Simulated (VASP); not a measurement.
# Ag (Fm-3m) in VASP: further runs

The runs below take Ag through single point, relaxation of cell and atoms, with r2SCAN.

Everything below comes from runs of VASP 6.6.1. Logs are shortened: lines on timing, memory, paths and dates and some standing lists are left out, and cuts for length are marked.

**1. The cell of the first run**

The structure is cubic, space group Fm-3m (No. 225). The conventional cell has a = 4.091 Å, b = 4.091 Å, c = 4.091 Å, α = 90.00°, β = 90.00°, γ = 90.00°. Ag (site symmetry m-3m) has 12 Ag at 2.89 Å within 3.8 Å.

**2. Single point, r2SCAN**

File POSCAR:

```
Ag
1.0
    0.0000000000      2.0457148662      2.0457148662
    2.0457148662      0.0000000000      2.0457148662
    2.0457148662      2.0457148662      0.0000000000
Ag
1
Direct
    0.0000000000      0.0000000000      0.0000000000
```

File INCAR.step1:

```
SYSTEM = Ag
  PREC = Accurate
  ENCUT = 520
  ISMEAR = -1
  SIGMA = 0.08
  LREAL = .False.
  LASPH = .True.
  NELM = 80
  NBANDS = 12
  GGA = PE
  ALGO = Normal
  EDIFF = 1E-4
  LWAVE = .True.
  LCHARG = .False.
```

File INCAR.step2:

```
SYSTEM = Ag
  PREC = Accurate
  ENCUT = 520
  EDIFF = 1E-7
  ISMEAR = -1
  SIGMA = 0.08
  LREAL = .False.
  LASPH = .True.
  NELM = 80
  ALGO = Normal
  ISIF = 2
  LWAVE = .False.
  LCHARG = .True.
  METAGGA = R2SCAN
  LMIXTAU = .True.
  LELF = .True.
  LVHAR = .True.
  NBANDS = 12
  ISTART = 1
```

File KPOINTS:

```
regular mesh
0
Gamma
  24 24 24
  0 0 0
```

Potentials or basis: VASP PAW PBE potentials, release 64 (Ag).

The run is started by

```console
$ cat potpaw_PBE.64/Ag/POTCAR > POTCAR
$ cp INCAR.step1 INCAR
$ mpirun -np 1 vasp_std > vasp.out
$ cp INCAR.step2 INCAR
$ mpirun -np 1 vasp_std > vasp.out
```

OUTCAR:

```text
SYSTEM = Ag
   PREC = Accurate
   ENCUT = 520
   EDIFF = 1E-7
   ISMEAR = -1
   LREAL = .False.
   LASPH = .True.
   NELM = 80
   ISIF = 2
   METAGGA = R2SCAN
   ISTART = 1

 ion  position               nearest neighbor table
   1  0.000  0.000  0.000-

  LATTYP: Found a face centered cubic cell.
 ALAT       =     4.0914297324

  Lattice vectors:

 A1 = (   0.0000000000,   2.0457148662,   2.0457148662)
 A2 = (   2.0457148662,   0.0000000000,   2.0457148662)
 A3 = (   2.0457148662,   2.0457148662,   0.0000000000)

Analysis of symmetry for initial positions (statically):
=====================================================================
 Subroutine PRICEL returns:
 Original cell was already a primitive cell.

 Routine SETGRP: Setting up the symmetry group for a
 face centered cubic supercell.

 Subroutine GETGRP returns: Found 48 space group operations
 (whereof 48 operations were pure point group operations)
 out of a pool of 48 trial point group operations.

The static configuration has the point symmetry O_h .

Analysis of symmetry for dynamics (positions and initial velocities):
=====================================================================
 Subroutine PRICEL returns:
 Original cell was already a primitive cell.

 Routine SETGRP: Setting up the symmetry group for a
 face centered cubic supercell.

 Subroutine GETGRP returns: Found 48 space group operations
 (whereof 48 operations were pure point group operations)
 out of a pool of 48 trial point group operations.

The dynamic configuration has the point symmetry O_h .

 Subroutine INISYM returns: Found 48 space group operations
 (whereof 48 operations are pure point group operations),
 and found     1 'primitive' translations

----------------------------------------------------------------------------------------

                                     Primitive cell

  volume of cell :      17.1224

  direct lattice vectors                    reciprocal lattice vectors
     0.000000000  2.045714866  2.045714866    -0.244413338  0.244413338  0.244413338
     2.045714866  0.000000000  2.045714866     0.244413338 -0.244413338  0.244413338
     2.045714866  2.045714866  0.000000000     0.244413338  0.244413338 -0.244413338

  length of vectors
     2.893077709  2.893077709  2.893077709     0.423336320  0.423336320  0.423336320

  position of ions in fractional coordinates (direct lattice)
     0.000000000  0.000000000  0.000000000

  ion indices of the primitive-cell ions
   primitive index   ion index
                 1           1

----------------------------------------------------------------------------------------

 KPOINTS: regular mesh

Automatic generation of k-mesh.
 Grid dimensions read from file:
 generate k-points for:   24   24   24

 Generating k-lattice:

  Cartesian coordinates                     Fractional coordinates (reciprocal lattice)
    -0.010183889  0.010183889  0.010183889     0.041666667  0.000000000  0.000000000
     0.010183889 -0.010183889  0.010183889     0.000000000  0.041666667  0.000000000
     0.010183889  0.010183889 -0.010183889     0.000000000  0.000000000  0.041666667

  Length of vectors
     0.017639013  0.017639013  0.017639013

  Shift w.r.t. Gamma in fractional coordinates (k-lattice)
     0.000000000  0.000000000  0.000000000

 Subroutine IBZKPT returns following result:
 ===========================================

 Found    413 irreducible k-points:

 Following reciprocal coordinates:
            Coordinates               Weight
  0.000000  0.000000  0.000000      1.000000
  0.041667  0.000000  0.000000      8.000000
  0.083333  0.000000  0.000000      8.000000
  0.125000  0.000000  0.000000      8.000000
  0.166667  0.000000  0.000000      8.000000
  0.208333  0.000000  0.000000      8.000000
[... 16 lines left out ...]
  0.416667  0.041667  0.000000     24.000000
  0.458333  0.041667  0.000000     24.000000
 [... further k-points ...]
   k-points           NKPTS =    413   k-points in BZ     NKDIM =    413   number of bands    NBANDS=     12
   number of dos      NEDOS =    301   number of ions     NIONS =      1
   total plane-waves  NPLWV =  13824
   dimension x,y,z NGX =    24 NGY =   24 NGZ =   24
   dimension x,y,z NGXF=    48 NGYF=   48 NGZF=   48
   ions per type =               1
   NGX,Y,Z   is equivalent  to a cutoff of  13.79, 13.79, 13.79 a.u.
   NGXF,Y,Z  is equivalent  to a cutoff of  27.58, 27.58, 27.58 a.u.
 SYSTEM =  Ag
   PREC   = accura    normal or accurate (medium, high low for compatibility)
   ISTART =      1    job   : 0-new  1-cont  2-samecut
   ICHARG =      0    charge: 1-file 2-atom 10-const
   ISPIN  =      1    spin polarized calculation?
   LNONCOLLINEAR =      F non collinear calculations
   LSORBIT =      F    spin-orbit coupling
   LASPH  =      T    aspherical Exc in radial PAW
   ENCUT  =  520.0 eV  38.22 Ry    6.18 a.u.   5.38  5.38  5.38*2*pi/ulx,y,z
   NELM   =     80;   NELMIN=  2; NELMDL=  0     # of ELM steps
   EDIFF  = 0.1E-06   stopping-criterion for ELM
   LREAL  =      F    real-space projection
   EDIFFG = 0.1E-05   stopping-criterion for IOM
   NSW    =      0    number of steps for IOM
   IBRION =     -1    ionic relax: 0-MD 1-quasi-New 2-CG
   NFREE  =      0    steps in history (QN), initial steepest desc. (CG)
   ISIF   =      2    stress and relaxation
   ISYM   =      2    0-nonsym 1-usesym 2-fastsym
   POTIM  = 0.5000    time-step for ionic-motion
   TEBEG  =    0.0;   TEEND  =   0.0 temperature during run
   PSTRESS=    0.0 pullay stress
   NELECT =      11.0000    total number of electrons
   NUPDOWN=      -1.0000    fix difference up-down
   EMIN   =  10.00;   EMAX   =-10.00  energy-range for DOS
   EFERMI =   0.00;   METHOD = LEGACY
   ISMEAR =    -1;   SIGMA  =   0.08  broadening in eV -4-tet -1-fermi 0-gaus
   EFERMI_NEDOS =   21; number of points for ismear=-14 and -15
   IALGO  =     38    algorithm
   IMIX   =      4    mixing-type and parameters
     AMIX     =   0.40;   BMIX     =  1.00
     AMIX_MAG =   1.60;   BMIX_MAG =  1.00
  volume/ion in A,a.u.               =      17.12       115.55
  Fermi-wavevector in a.u.,A,eV,Ry     =   1.412594  2.669415 27.149354  1.995421
  Thomas-Fermi vector in A             =   2.534326
   LORBIT       =      0    0 simple, 1 ext, 2 COOP (PROOUT), +10 PAW based schemes
   METAGGA = R2SCAN    functional components
   LHFCALC =     F    Hartree Fock is set to
   AEXX    =    0.0000 exact exchange contribution
   IVDW    =     0    specifies the selected vdW correction
   LEPSILON=     F    determine dielectric tensor
   LRPA    =     F    only Hartree local field effects (RPA)
 non-spin polarized calculation
  energy-cutoff  :      520.00
  volume of cell :       17.12
 maximum number of plane-waves:       477
 NGX is ok and might be reduce to    24
   NGX = 11   NGY = 11   NGZ = 11

 number of electron      10.9999999 magnetization

 Free energy of the ion-electron system (eV)
  ---------------------------------------------------
  ext. energy  EPLUGINS =         0.00000000
  ---------------------------------------------------
  free energy    TOTEN  =       -21.36068665 eV

  energy without entropy =      -21.35629497  energy(sigma->0) =      -21.35849081

 E-fermi :   8.4261     XC(G=0): -12.9400

 val. band max:        8.4085773033   @ k =   0.5000   0.0833   0.0000
 cond. band min:       8.4493036930   @ k =   0.5000   0.1667   0.0417
 fundamental gap:      0.0407263897
 Fermi energy:         8.4260861089

 k-point     1 :       0.0000    0.0000    0.0000
  band No.  band energies     occupation
      1       0.4451      2.00000
      2       3.2485      2.00000
      3       3.2485      2.00000
      4       3.2485      2.00000
      5       4.2855      2.00000
      6       4.2855      2.00000
      7      25.0155      0.00000
      8      28.7201      0.00000
      9      28.7201      0.00000
     10      28.7201      0.00000
     11      33.6696      0.00000
     12      34.6915      0.00000

 k-point     2 :       0.0417    0.0000    0.0000
  band No.  band energies     occupation
      1       0.5013      2.00000
      2       3.2355      2.00000
      3       3.2642      2.00000
      4       3.2642      2.00000
      5       4.2793      2.00000
      6       4.2793      2.00000
      7      25.0280      0.00000
      8      28.1870      0.00000
      9      28.7403      0.00000
     10      28.7403      0.00000
     11      33.8334      0.00000
     12      34.6373      0.00000

 k-point     3 :       0.0833    0.0000    0.0000
  band No.  band energies     occupation
      1       0.6666      2.00000
      2       3.2016      2.00000
      3       3.3078      2.00000
      4       3.3078      2.00000
      5       4.2644      2.00000
      6       4.2644      2.00000
      7      24.9877      0.00000
      8      27.0669      0.00000
      9      28.7939      0.00000
     10      28.7939      0.00000
     11      33.3609      0.00000
     12      34.4507      0.00000
[... 286 lines left out ...]
 k-point    23 :       0.4167    0.0417    0.0000
  band No.  band energies     occupation
      1       1.7646      2.00000
      2       3.2490      2.00000
      3       3.3051      2.00000
      4       4.7624      2.00000
      5       5.0080      2.00000
      6       6.6524      2.00000
      7      14.1382      0.00000
      8      24.4901      0.00000
      9      26.6963      0.00000
     10      27.3941      0.00000
     11      31.9781      0.00000
     12      32.3307      0.00000

 k-point    24 :       0.4583    0.0417    0.0000
  band No.  band energies     occupation
      1       1.7225      2.00000
      2       3.2157      2.00000
      3       3.2684      2.00000
      4       4.9017      2.00000
      5       5.0792      2.00000
      6       7.5495      1.99997
      7      12.8894      0.00000
      8      24.3119      0.00000
      9      26.6291      0.00000
     10      26.9291      0.00000
     11      32.0944      0.00000
     12      32.2258      0.00000

 [... further k-points ...]
[... 5 lines left out ...]
  --------------------------------------------------------------------------------------
  -------------------------------------------------------------------------------------
  Total        0.1198190      0.1198190      0.1198190      0.0000000      0.0000000     -0.0000000
  in kB       11.2116892     11.2116892     11.2116892      0.0000000      0.0000000     -0.0000000
  external PRESSURE =      11.2116892 kB  Pullay stress =       0.0000000 kB

 VOLUME and BASIS-vectors are now :
 -----------------------------------------------------------------------------
  energy-cutoff  :      520.00
  volume of cell :       17.12
      direct lattice vectors                 reciprocal lattice vectors
     0.000000000  2.045714866  2.045714866    -0.244413338  0.244413338  0.244413338
     2.045714866  0.000000000  2.045714866     0.244413338 -0.244413338  0.244413338
     2.045714866  2.045714866  0.000000000     0.244413338  0.244413338 -0.244413338

 POSITION                                       TOTAL-FORCE (eV/Angst)
 -----------------------------------------------------------------------------------
      0.00000      0.00000      0.00000         0.000000      0.000000      0.000000
 -----------------------------------------------------------------------------------
    total drift:                               -0.000000     -0.000000     -0.000000

  FREE ENERGIE OF THE ION-ELECTRON SYSTEM (eV)
  ---------------------------------------------------
  free  energy   TOTEN  =       -21.3606866522 eV

  energy  without entropy=      -21.3562949660  energy(sigma->0) =      -21.35849081
```

Wall time 97 s (1 thread of Intel Xeon 6975P-C (Granite Rapids), shared host); peak memory 0.21 GiB.

Results:

```yaml
Free_energy: -21.3607 eV
Pressure: 1.1 GPa
```

Levels at points of the mesh, in eV from the Fermi level:
```
           k point  band 4  band 5  band 6  band 7  band 8  band 9
(0.00, 0.00, 0.00)   -5.18   -4.14   -4.14   16.59   20.29   20.29
(0.50, 0.00, 0.00)   -3.33   -3.33   -0.37    3.63   15.83   18.52
(0.50, 0.50, 0.00)   -3.12   -3.12    1.68    6.89   11.06   11.06
```

Caveat: the PAW data sets were made with another functional, which shifts forces and pressure a little.

(Continued in part 2 of 2.)
